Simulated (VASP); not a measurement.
# Rh (Fm-3m) in VASP: notebook, part 2 of 2

VASP 6.6.1.

## 4. Single point, PBE

INCAR

```
PREC = Accurate ; ENCUT = 500
EDIFF = 1E-6 ; ISMEAR = -1
SIGMA = 0.05 ; LREAL = False
LASPH = True ; NELM = 120
ALGO = Normal ; ISIF = 2
LWAVE = False ; LCHARG = False
GGA = PE ; NBANDS = 14
GGA_COMPAT = False
```

KPOINTS

```
Automatic mesh
0
Gamma
  14 14 14
```

POSCAR

```
Rh
1.0
    0.0000000000      1.9150000000      1.9150000000
    1.9150000000      0.0000000000      1.9150000000
    1.9150000000      1.9150000000      0.0000000000
Rh
1
Direct
    0.0000000000      0.0000000000      0.0000000000
```

Potentials or basis: VASP PAW PBE potentials, release 64 (Rh_pv).

On the command line:

```sh
cat potpaw_PBE.64/Rh_pv/POTCAR > POTCAR
mpirun -np 1 vasp_std > vasp.out
```

OUTCAR:

```text
PREC = Accurate
   ENCUT = 500
   EDIFF = 1E-6
   ISMEAR = -1
   LREAL = False
   LASPH = True
   NELM = 120
   ISIF = 2
   GGA = PE

 ion  position               nearest neighbor table
   1  0.000  0.000  0.000-

  LATTYP: Found a face centered cubic cell.
 ALAT       =     3.8300000000

  Lattice vectors:

 A1 = (   0.0000000000,   1.9150000000,   1.9150000000)
 A2 = (   1.9150000000,   0.0000000000,   1.9150000000)
 A3 = (   1.9150000000,   1.9150000000,   0.0000000000)

Analysis of symmetry for initial positions (statically):
=====================================================================
 Subroutine PRICEL returns:
 Original cell was already a primitive cell.

 Routine SETGRP: Setting up the symmetry group for a
 face centered cubic supercell.

 Subroutine GETGRP returns: Found 48 space group operations
 (whereof 48 operations were pure point group operations)
 out of a pool of 48 trial point group operations.

The static configuration has the point symmetry O_h .

Analysis of symmetry for dynamics (positions and initial velocities):
=====================================================================
 Subroutine PRICEL returns:
 Original cell was already a primitive cell.

 Routine SETGRP: Setting up the symmetry group for a
 face centered cubic supercell.

 Subroutine GETGRP returns: Found 48 space group operations
 (whereof 48 operations were pure point group operations)
 out of a pool of 48 trial point group operations.

The dynamic configuration has the point symmetry O_h .

 Subroutine INISYM returns: Found 48 space group operations
 (whereof 48 operations are pure point group operations),
 and found     1 'primitive' translations

----------------------------------------------------------------------------------------

                                     Primitive cell

  volume of cell :      14.0455

  direct lattice vectors                    reciprocal lattice vectors
     0.000000000  1.915000000  1.915000000    -0.261096606  0.261096606  0.261096606
     1.915000000  0.000000000  1.915000000     0.261096606 -0.261096606  0.261096606
     1.915000000  1.915000000  0.000000000     0.261096606  0.261096606 -0.261096606

  length of vectors
     2.708218972  2.708218972  2.708218972     0.452232587  0.452232587  0.452232587

  position of ions in fractional coordinates (direct lattice)
     0.000000000  0.000000000  0.000000000

  ion indices of the primitive-cell ions
   primitive index   ion index
                 1           1

----------------------------------------------------------------------------------------

 KPOINTS: Automatic mesh

Automatic generation of k-mesh.
 Grid dimensions read from file:
 generate k-points for:   14   14   14

 Generating k-lattice:

  Cartesian coordinates                     Fractional coordinates (reciprocal lattice)
    -0.018649758  0.018649758  0.018649758     0.071428571  0.000000000  0.000000000
     0.018649758 -0.018649758  0.018649758     0.000000000  0.071428571  0.000000000
     0.018649758  0.018649758 -0.018649758     0.000000000  0.000000000  0.071428571

  Length of vectors
     0.032302328  0.032302328  0.032302328

  Shift w.r.t. Gamma in fractional coordinates (k-lattice)
     0.000000000  0.000000000  0.000000000

 Subroutine IBZKPT returns following result:
 ===========================================

 Found    104 irreducible k-points:

 Following reciprocal coordinates:
            Coordinates               Weight
  0.000000  0.000000  0.000000      1.000000
  0.071429  0.000000  0.000000      8.000000
  0.142857  0.000000  0.000000      8.000000
  0.214286  0.000000  0.000000      8.000000
  0.285714  0.000000  0.000000      8.000000
  0.357143  0.000000  0.000000      8.000000
[... 16 lines left out ...]
  0.214286  0.142857  0.000000     24.000000
  0.285714  0.142857  0.000000     24.000000
 [... further k-points ...]
   k-points           NKPTS =    104   k-points in BZ     NKDIM =    104   number of bands    NBANDS=     14
   number of dos      NEDOS =    301   number of ions     NIONS =      1
   total plane-waves  NPLWV =   8000
   dimension x,y,z NGX =    20 NGY =   20 NGZ =   20
   dimension x,y,z NGXF=    40 NGYF=   40 NGZF=   40
   ions per type =               1
   NGX,Y,Z   is equivalent  to a cutoff of  12.28, 12.28, 12.28 a.u.
   NGXF,Y,Z  is equivalent  to a cutoff of  24.55, 24.55, 24.55 a.u.
 SYSTEM =  unknown system
   PREC   = accura    normal or accurate (medium, high low for compatibility)
   ISTART =      0    job   : 0-new  1-cont  2-samecut
   ICHARG =      2    charge: 1-file 2-atom 10-const
   ISPIN  =      1    spin polarized calculation?
   LNONCOLLINEAR =      F non collinear calculations
   LSORBIT =      F    spin-orbit coupling
   LASPH  =      T    aspherical Exc in radial PAW
   ENCUT  =  500.0 eV  36.75 Ry    6.06 a.u.   4.94  4.94  4.94*2*pi/ulx,y,z
   NELM   =    120;   NELMIN=  2; NELMDL= -5     # of ELM steps
   EDIFF  = 0.1E-05   stopping-criterion for ELM
   LREAL  =      F    real-space projection
   EDIFFG = 0.1E-04   stopping-criterion for IOM
   NSW    =      0    number of steps for IOM
   IBRION =     -1    ionic relax: 0-MD 1-quasi-New 2-CG
   NFREE  =      0    steps in history (QN), initial steepest desc. (CG)
   ISIF   =      2    stress and relaxation
   ISYM   =      2    0-nonsym 1-usesym 2-fastsym
   POTIM  = 0.5000    time-step for ionic-motion
   TEBEG  =    0.0;   TEEND  =   0.0 temperature during run
   PSTRESS=    0.0 pullay stress
   NELECT =      15.0000    total number of electrons
   NUPDOWN=      -1.0000    fix difference up-down
   EMIN   =  10.00;   EMAX   =-10.00  energy-range for DOS
   EFERMI =   0.00;   METHOD = LEGACY
   ISMEAR =    -1;   SIGMA  =   0.05  broadening in eV -4-tet -1-fermi 0-gaus
   EFERMI_NEDOS =   21; number of points for ismear=-14 and -15
   IALGO  =     38    algorithm
   IMIX   =      4    mixing-type and parameters
     AMIX     =   0.40;   BMIX     =  1.00
     AMIX_MAG =   1.60;   BMIX_MAG =  1.00
  volume/ion in A,a.u.               =      14.05        94.78
  Fermi-wavevector in a.u.,A,eV,Ry     =   1.673374  3.162219 38.098791  2.800182
  Thomas-Fermi vector in A             =   2.758357
   LORBIT       =      0    0 simple, 1 ext, 2 COOP (PROOUT), +10 PAW based schemes
   GGA     = PE    functional components
   LHFCALC =     F    Hartree Fock is set to
   AEXX    =    0.0000 exact exchange contribution
   IVDW    =     0    specifies the selected vdW correction
   LEPSILON=     F    determine dielectric tensor
   LRPA    =     F    only Hartree local field effects (RPA)
 non-spin polarized calculation
  energy-cutoff  :      500.00
  volume of cell :       14.05
 maximum number of plane-waves:       368
   NGX =  9   NGY =  9   NGZ =  9

 number of electron      15.0000003 magnetization

 Free energy of the ion-electron system (eV)
  ---------------------------------------------------
  ext. energy  EPLUGINS =         0.00000000
  ---------------------------------------------------
  free energy    TOTEN  =        -7.26397527 eV

  energy without entropy =       -7.25344537  energy(sigma->0) =       -7.25871032

 E-fermi :  11.5021     XC(G=0): -13.8924

 val. band max:       11.4851021705   @ k =  -0.2857   0.3571   0.0714
 cond. band min:      11.5167479901   @ k =   0.3571   0.0714   0.0000
 fundamental gap:      0.0316458197
 Fermi energy:        11.5020896106

 k-point     1 :       0.0000    0.0000    0.0000
  band No.  band energies     occupation
      1     -34.8144      2.00000
      2     -34.8144      2.00000
      3     -34.8144      2.00000
      4       3.7142      2.00000
      5       8.5466      2.00000
      6       8.5466      2.00000
      7       8.5466      2.00000
      8      10.5631      2.00000
      9      10.5631      2.00000
     10      27.5253      0.00000
     11      32.1351      0.00000
     12      32.8641      0.00000
     13      32.8641      0.00000
     14      32.8641      0.00000

 k-point     2 :       0.0714    0.0000    0.0000
  band No.  band energies     occupation
      1     -34.8492      2.00000
      2     -34.8191      2.00000
      3     -34.8191      2.00000
      4       3.9148      2.00000
      5       8.4604      2.00000
      6       8.6234      2.00000
      7       8.6234      2.00000
      8      10.5215      2.00000
      9      10.5215      2.00000
     10      27.8073      0.00000
[... 362 lines left out ...]
 k-point    24 :       0.2857    0.1429    0.0000
  band No.  band energies     occupation
      1     -35.1553      2.00000
      2     -34.9092      2.00000
      3     -34.9018      2.00000
      4       5.9426      2.00000
      5       7.5672      2.00000
      6       8.8847      2.00000
      7       9.4253      2.00000
      8      10.6411      2.00000
      9      11.2652      1.98262
     10      27.3122      0.00000
     11      29.8053      0.00000
     12      31.9170      0.00000
     13      32.1335      0.00000
     14      33.2446      0.00000

 [... further k-points ...]
[... 5 lines left out ...]
  --------------------------------------------------------------------------------------
  -------------------------------------------------------------------------------------
  Total        0.0152349      0.0152349      0.0152349      0.0000000      0.0000000      0.0000000
  in kB        1.7378586      1.7378586      1.7378586      0.0000000      0.0000000      0.0000000
  external PRESSURE =       1.7378586 kB  Pullay stress =       0.0000000 kB

 VOLUME and BASIS-vectors are now :
 -----------------------------------------------------------------------------
  energy-cutoff  :      500.00
  volume of cell :       14.05
      direct lattice vectors                 reciprocal lattice vectors
     0.000000000  1.915000000  1.915000000    -0.261096606  0.261096606  0.261096606
     1.915000000  0.000000000  1.915000000     0.261096606 -0.261096606  0.261096606
     1.915000000  1.915000000  0.000000000     0.261096606  0.261096606 -0.261096606

 POSITION                                       TOTAL-FORCE (eV/Angst)
 -----------------------------------------------------------------------------------
      0.00000      0.00000      0.00000         0.000000      0.000000      0.000000
 -----------------------------------------------------------------------------------
    total drift:                                0.000000      0.000000      0.000000

  FREE ENERGIE OF THE ION-ELECTRON SYSTEM (eV)
  ---------------------------------------------------
  free  energy   TOTEN  =        -7.2639752689 eV

  energy  without entropy=       -7.2534453723  energy(sigma->0) =       -7.25871032
```

Run time: 10 s. Hardware: 1 thread of Intel Xeon 6975P-C, shared host; peak memory 0.14 GiB.

What came out:

* Free energy: -7.2640 eV
* Pressure: 0.2 GPa

## 5. Single point, PBE

INCAR

```
PREC = Accurate ; ENCUT = 500
EDIFF = 1E-6 ; ISMEAR = -1
SIGMA = 0.1 ; LREAL = False
LASPH = True ; NELM = 120
ALGO = Normal ; ISIF = 2
LWAVE = False ; LCHARG = True
GGA = PE ; LELF = True
LVHAR = True ; NBANDS = 14
GGA_COMPAT = False
```

KPOINTS is that of step 4.

POSCAR is that of step 4.

On the command line:

```sh
cat potpaw_PBE.64/Rh_pv/POTCAR > POTCAR
mpirun -np 1 vasp_std > vasp.out
```

Run time: 13 s. Hardware: 1 thread of Intel Xeon 6975P-C, shared host; peak memory 0.14 GiB.

It converged, with:

```
Free energy : -7.2801 eV
Pressure    : 0.5 GPa
```

Levels at points of the mesh, in eV from the Fermi level:
```csv
k point,band 3,band 4,band 5,band 6,band 7,band 8,band 9,band 10,band 11,band 12
"(0.00, 0.00, 0.00)",-46.33,-7.80,-2.97,-2.97,-2.97,-0.95,-0.95,16.01,20.62,21.35
"(0.50, 0.00, 0.00)",-46.42,-5.93,-3.04,-3.04,0.56,0.56,0.76,8.43,15.51,20.62
"(0.50, 0.50, 0.00)",-46.58,-6.11,-5.75,0.53,0.96,0.96,3.24,12.01,13.20,13.20
```

## 6. Summary

| k mesh | cutoff (eV) | smearing | gap on the mesh (eV) | pressure (GPa) |
| --- | --- | --- | --- | --- |
| 14 × 14 × 14 | 520 | fermi-dirac 0.05 eV | none | 0.1 |
| 7 × 7 × 7 | 500 | fermi-dirac 0.05 eV | none | -1.1 |
| 14 × 14 × 14 | 500 | fermi-dirac 0.05 eV | none | 0.2 |
| 14 × 14 × 14 | 500 | fermi-dirac 0.1 eV | none | 0.5 |

Alike in all rows: task single point; level PBE; potentials or basis VASP PAW PBE potentials, release 64 (Rh_pv); no spin polarisation; cell as given.

Caveats: some runs use coarse meshes.

Absolute energies hang on the potentials; compare differences alone.
